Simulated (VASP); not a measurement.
# Mn (I4_1/amd) in VASP: further runs

Runs on Mn. Level: PBE. Tasks: single point.

Program: VASP 6.6.1. These are calculated values, not measurements. Logs are shortened: lines on timing, memory, paths and dates and some standing lists are left out, and cuts for length are marked.

**1. The cell of the first run**

It takes space group I4_1/amd (No. 141, tetragonal). The conventional cell has a = 4.400 Å, b = 4.400 Å, c = 2.466 Å, α = 90.00°, β = 90.00°, γ = 90.00°. Mn (site symmetry -4m2) has 10 Mn at 2.28 to 2.87 Å within 3.0 Å.

**2. Single point, PBE, collinear spin, ferromagnetic start**

INCAR reads:

```
SYSTEM = Mn
PREC     = Accurate       ! precision mode
ENCUT    = 520            ! plane-wave cutoff, eV
EDIFF    = 1E-6           ! SCF threshold, eV
ISMEAR   = 0              ! smearing method
SIGMA    = 0.1            ! smearing width, eV
LREAL    = .False.        ! projectors in reciprocal space
LASPH    = .True.         ! aspherical terms in the spheres
NELM     = 150            ! most SCF steps
ALGO     = Normal         ! electronic algorithm
ISIF     = 2              ! what is computed and relaxed
LWAVE    = .False.        ! write WAVECAR
LCHARG   = .False.        ! write CHGCAR
ISPIN    = 2              ! spin polarisation
MAGMOM   = 1.28 1.28      ! initial moments
LORBIT   = 11             ! projections on sites
LMAXMIX  = 4              ! l up to which the mixer works
GGA      = PE             ! functional
NBANDS   = 24             ! bands
```

KPOINTS reads:

```
Automatic mesh
0
Gamma
  6 6 6
  0 0 0
```

POSCAR reads:

```
Mn
1.0
   -2.2001468975      2.2001468975      1.2332440300
    2.2001468975     -2.2001468975      1.2332440300
    2.2001468975      2.2001468975     -1.2332440300
Mn
2
Direct
    0.7500000000      0.2500000000      0.5000000000
    0.0000000000      0.0000000000      0.0000000000
```

Potentials or basis: VASP PAW PBE potentials, release 64 (Mn_pv).

On the command line:

```console
> cat potpaw_PBE.64/Mn_pv/POTCAR > POTCAR
> mpirun -np 1 vasp_std > vasp.out
```

OUTCAR:

```text
SYSTEM = Mn
   PREC = Accurate
   ENCUT = 520
   EDIFF = 1E-6
   ISMEAR = 0
   LREAL = .False.
   LASPH = .True.
   NELM = 150
   ISIF = 2
   ISPIN = 2
   LORBIT = 11
   GGA = PE

 ion  position               nearest neighbor table
   1  0.750  0.250  0.500-   2 2.28   2 2.28   2 2.28   2 2.28   2 2.87   2 2.87   2 2.87   2 2.87

   2  0.000  0.000  0.000-   1 2.28   1 2.28   1 2.28   1 2.28   1 2.87   1 2.87   1 2.87   1 2.87

  LATTYP: Found a body centered tetragonal cell.
 ALAT       =     4.4002937950
 C/A-ratio  =     0.5605280408

  Lattice vectors:

 A1 = (  -2.2001468975,   2.2001468975,   1.2332440300)
 A2 = (   2.2001468975,  -2.2001468975,   1.2332440300)
 A3 = (   2.2001468975,   2.2001468975,  -1.2332440300)

Analysis of symmetry for initial positions (statically):
=====================================================================
 Subroutine PRICEL returns:
 Original cell was already a primitive cell.

 Routine SETGRP: Setting up the symmetry group for a
 body centered tetragonal supercell.

 Subroutine GETGRP returns: Found 16 space group operations
 (whereof  8 operations were pure point group operations)
 out of a pool of 16 trial point group operations.

The static configuration has the point symmetry D_2d.
 The point group associated with its full space group is D_4h.

Analysis of symmetry for dynamics (positions and initial velocities):
=====================================================================
 Subroutine PRICEL returns:
 Original cell was already a primitive cell.

 Routine SETGRP: Setting up the symmetry group for a
 body centered tetragonal supercell.

 Subroutine GETGRP returns: Found 16 space group operations
 (whereof  8 operations were pure point group operations)
 out of a pool of 16 trial point group operations.

The dynamic configuration has the point symmetry D_2d.
 The point group associated with its full space group is D_4h.

Analysis of structural, dynamic, and magnetic symmetry:
=====================================================================
 Subroutine PRICEL returns:
 Original cell was already a primitive cell.

 Routine SETGRP: Setting up the symmetry group for a
 body centered tetragonal supercell.

 Subroutine GETGRP returns: Found 16 space group operations
 (whereof  8 operations were pure point group operations)
 out of a pool of 16 trial point group operations.

The overall configuration has the point symmetry D_2d.
 The point group associated with its full space group is D_4h.

 Subroutine INISYM returns: Found 16 space group operations
 (whereof  8 operations are pure point group operations),
 and found     1 'primitive' translations

----------------------------------------------------------------------------------------

                                     Primitive cell

  volume of cell :      23.8788

  direct lattice vectors                    reciprocal lattice vectors
    -2.200146897  2.200146897  1.233244030     0.000000000  0.227257553  0.405434762
     2.200146897 -2.200146897  1.233244030     0.227257553  0.000000000  0.405434762
     2.200146897  2.200146897 -1.233244030     0.227257553  0.227257553  0.000000000

  length of vectors
     3.346966325  3.346966325  3.346966325     0.464783113  0.464783113  0.321390713

  position of ions in fractional coordinates (direct lattice)
     0.750000000  0.250000000  0.500000000
     0.000000000  0.000000000  0.000000000

  ion indices of the primitive-cell ions
   primitive index   ion index
                 1           1
                 2           2

----------------------------------------------------------------------------------------

 KPOINTS: Automatic mesh

Automatic generation of k-mesh.
 Grid dimensions read from file:
 generate k-points for:    6    6    6

 Generating k-lattice:

  Cartesian coordinates                     Fractional coordinates (reciprocal lattice)
     0.000000000  0.037876259  0.067572460     0.166666667  0.000000000 -0.000000000
     0.037876259  0.000000000  0.067572460     0.000000000  0.166666667 -0.000000000
     0.037876259  0.037876259  0.000000000     0.000000000  0.000000000  0.166666667

  Length of vectors
     0.077463852  0.077463852  0.053565119

  Shift w.r.t. Gamma in fractional coordinates (k-lattice)
     0.000000000  0.000000000  0.000000000

 Subroutine IBZKPT returns following result:
 ===========================================

 Found     30 irreducible k-points:

 Following reciprocal coordinates:
            Coordinates               Weight
  0.000000  0.000000  0.000000      1.000000
  0.166667  0.000000  0.000000      8.000000
  0.333333  0.000000 -0.000000      8.000000
  0.500000  0.000000 -0.000000      4.000000
  0.166667  0.166667  0.000000      8.000000
  0.333333  0.166667  0.000000     16.000000
[... 16 lines left out ...]
 -0.333333 -0.333333  0.166667      8.000000
 -0.166667 -0.333333  0.166667      8.000000
 [... further k-points ...]
   k-points           NKPTS =     30   k-points in BZ     NKDIM =     30   number of bands    NBANDS=     24
   number of dos      NEDOS =    301   number of ions     NIONS =      2
   total plane-waves  NPLWV =  21952
   dimension x,y,z NGX =    28 NGY =   28 NGZ =   28
   dimension x,y,z NGXF=    56 NGYF=   56 NGZF=   56
   ions per type =               2
   NGX,Y,Z   is equivalent  to a cutoff of  13.91, 13.91, 13.91 a.u.
   NGXF,Y,Z  is equivalent  to a cutoff of  27.82, 27.82, 27.82 a.u.
 SYSTEM =  Mn
   PREC   = accura    normal or accurate (medium, high low for compatibility)
   ISTART =      0    job   : 0-new  1-cont  2-samecut
   ICHARG =      2    charge: 1-file 2-atom 10-const
   ISPIN  =      2    spin polarized calculation?
   LNONCOLLINEAR =      F non collinear calculations
   LSORBIT =      F    spin-orbit coupling
   LASPH  =      T    aspherical Exc in radial PAW
   ENCUT  =  520.0 eV  38.22 Ry    6.18 a.u.   6.22  6.22  6.22*2*pi/ulx,y,z
   NELM   =    150;   NELMIN=  2; NELMDL= -5     # of ELM steps
   EDIFF  = 0.1E-05   stopping-criterion for ELM
   LREAL  =      F    real-space projection
   EDIFFG = 0.1E-04   stopping-criterion for IOM
   NSW    =      0    number of steps for IOM
   IBRION =     -1    ionic relax: 0-MD 1-quasi-New 2-CG
   NFREE  =      0    steps in history (QN), initial steepest desc. (CG)
   ISIF   =      2    stress and relaxation
   ISYM   =      2    0-nonsym 1-usesym 2-fastsym
   POTIM  = 0.5000    time-step for ionic-motion
   TEBEG  =    0.0;   TEEND  =   0.0 temperature during run
   PSTRESS=    0.0 pullay stress
   NELECT =      26.0000    total number of electrons
   NUPDOWN=      -1.0000    fix difference up-down
   EMIN   =  10.00;   EMAX   =-10.00  energy-range for DOS
   EFERMI =   0.00;   METHOD = LEGACY
   ISMEAR =     0;   SIGMA  =   0.10  broadening in eV -4-tet -1-fermi 0-gaus
   EFERMI_NEDOS =   21; number of points for ismear=-14 and -15
   IALGO  =     38    algorithm
   IMIX   =      4    mixing-type and parameters
     AMIX     =   0.40;   BMIX     =  1.00
     AMIX_MAG =   1.60;   BMIX_MAG =  1.00
  volume/ion in A,a.u.               =      11.94        80.57
  Fermi-wavevector in a.u.,A,eV,Ry     =   1.684206  3.182687 38.593594  2.836549
  Thomas-Fermi vector in A             =   2.767270
   LORBIT       =     11    0 simple, 1 ext, 2 COOP (PROOUT), +10 PAW based schemes
   GGA     = PE    functional components
   LHFCALC =     F    Hartree Fock is set to
   AEXX    =    0.0000 exact exchange contribution
   IVDW    =     0    specifies the selected vdW correction
   LEPSILON=     F    determine dielectric tensor
   LRPA    =     F    only Hartree local field effects (RPA)
 spin polarized calculation
 Gauss-broadening in eV      SIGMA  =   0.10
  energy-cutoff  :      520.00
  volume of cell :       23.88
 maximum number of plane-waves:       652
 NGX is ok and might be reduce to    28
   NGX = 13   NGY = 13   NGZ = 13

 number of electron      26.0000013 magnetization       2.5181425

 Free energy of the ion-electron system (eV)
  ---------------------------------------------------
  ext. energy  EPLUGINS =         0.00000000
  ---------------------------------------------------
  free energy    TOTEN  =       -16.66424743 eV

  energy without entropy =      -16.64547721  energy(sigma->0) =      -16.65486232

 E-fermi :   9.3826     XC(G=0): -13.2975

 val. band max:        9.3695850545   @ k =  -0.3333  -0.3333   0.1667
 cond. band min:       9.3902962498   @ k =   0.1667   0.1667   0.0000
 fundamental gap:      0.0207111953
 Fermi energy:         9.3826348689

 spin component 1

 k-point     1 :       0.0000    0.0000    0.0000
  band No.  band energies     occupation
      1     -39.5637      1.00000
      2     -39.5637      1.00000
      3     -39.0069      1.00000
      4     -38.9945      1.00000
      5     -38.8752      1.00000
      6     -38.8752      1.00000
[... 16 lines left out ...]
     23      30.5839      0.00000
     24      34.0474      0.00000
[... 598 lines left out ...]
      2     -39.5359      1.00000
      3     -39.4079      1.00000
      4     -39.3683      1.00000
      5     -38.8751      1.00000
      6     -38.8389      1.00000
[... 16 lines left out ...]
     23      25.7381      0.00000
     24      27.5346      0.00000

 [... further k-points ...]

 spin component 2

 k-point     1 :       0.0000    0.0000    0.0000
  band No.  band energies     occupation
      1     -38.2467      1.00000
      2     -38.2467      1.00000
      3     -37.6159      1.00000
      4     -37.6037      1.00000
      5     -37.5313      1.00000
      6     -37.5313      1.00000
[... 16 lines left out ...]
     23      30.8484      0.00000
     24      34.3480      0.00000
[... 598 lines left out ...]
      2     -38.2102      1.00000
      3     -38.0492      1.00000
      4     -37.9993      1.00000
      5     -37.5313      1.00000
      6     -37.4949      1.00000
[... 16 lines left out ...]
     23      26.3296      0.00000
     24      27.9417      0.00000

 [... further k-points ...]
[... 5 lines left out ...]
  --------------------------------------------------------------------------------------
  -------------------------------------------------------------------------------------
  Total       -0.0355031     -0.0355031      0.5702881      0.0000000     -0.0000000      0.0000000
  in kB       -2.3821269     -2.3821269     38.2641889      0.0000000     -0.0000000      0.0000000
  external PRESSURE =      11.1666450 kB  Pullay stress =       0.0000000 kB

 VOLUME and BASIS-vectors are now :
 -----------------------------------------------------------------------------
  energy-cutoff  :      520.00
  volume of cell :       23.88
      direct lattice vectors                 reciprocal lattice vectors
    -2.200146897  2.200146897  1.233244030     0.000000000  0.227257553  0.405434762
     2.200146897 -2.200146897  1.233244030     0.227257553  0.000000000  0.405434762
     2.200146897  2.200146897 -1.233244030     0.227257553  0.227257553  0.000000000

 POSITION                                       TOTAL-FORCE (eV/Angst)
 -----------------------------------------------------------------------------------
      0.00000      2.20015      0.61662         0.000000     -0.000000     -0.000000
      0.00000      0.00000      0.00000        -0.000000      0.000000      0.000000
 -----------------------------------------------------------------------------------
    total drift:                               -0.000000      0.000000      0.000000

  FREE ENERGIE OF THE ION-ELECTRON SYSTEM (eV)
  ---------------------------------------------------
  free  energy   TOTEN  =       -16.6642474327 eV

  energy  without entropy=      -16.6454772145  energy(sigma->0) =      -16.65486232

 total charge

# of ion       s       p       d       tot
------------------------------------------
    1        0.408   6.325   5.196  11.930
    2        0.408   6.325   5.196  11.930
--------------------------------------------------
tot          0.817  12.650  10.393  23.859

 magnetization (x)

# of ion       s       p       d       tot
------------------------------------------
    1        0.007   0.008   1.232   1.247
    2        0.007   0.008   1.232   1.247
--------------------------------------------------
tot          0.014   0.016   2.464   2.494
```

It took 60 s on 1 thread of Intel Xeon 6975P-C, shared host; peak memory 0.18 GiB.

Results:

| Property | Result |
| --- | --- |
| Free energy | -16.6642 eV |
| Pressure | 1.1 GPa |
| Net moment | 2.52 μB per cell |
| Site moments | Mn +1.25 μB |
| Valence electrons inside the program's atomic spheres | Mn 11.93 |

Levels at points of the mesh, in eV from the Fermi level:
Spin up:
| k point | band 12 | band 13 | band 14 | band 15 | band 16 | band 17 |
| --- | --- | --- | --- | --- | --- | --- |
| (0.00, 0.00, 0.00) | -0.45 | -0.45 | -0.39 | -0.39 | 1.01 | 2.15 |
| (0.50, 0.00, 0.00) | -1.26 | -0.72 | -0.12 | 0.89 | 0.99 | 2.54 |
| (0.50, 0.50, 0.00) | -1.91 | -0.60 | -0.60 | 0.33 | 0.33 | 0.72 |
| (0.50, 0.50, 0.50) | -0.67 | -0.61 | -0.61 | -0.22 | -0.22 | -0.14 |
Spin down:
| k point | band 8 | band 9 | band 10 | band 11 | band 12 | band 13 | band 14 | band 15 | band 16 | band 17 |
| --- | --- | --- | --- | --- | --- | --- | --- | --- | --- | --- |
| (0.00, 0.00, 0.00) | -4.02 | -2.67 | -2.13 | -1.52 | 1.12 | 1.12 | 1.17 | 1.17 | 2.64 | 2.94 |
| (0.50, 0.00, 0.00) | -3.29 | -2.28 | -1.87 | -0.23 | -0.05 | 0.17 | 1.37 | 1.88 | 1.95 | 3.33 |
| (0.50, 0.50, 0.00) | -4.43 | -2.03 | -2.03 | -1.11 | -1.11 | 0.79 | 0.79 | 1.80 | 1.80 | 2.10 |
| (0.50, 0.50, 0.50) | -3.51 | -1.59 | -1.59 | -0.44 | -0.44 | 0.84 | 0.84 | 1.39 | 1.39 | 1.46 |

Caveat: the k points lie up to 0.49 Å⁻¹ apart.

[end of part 1 of 2]
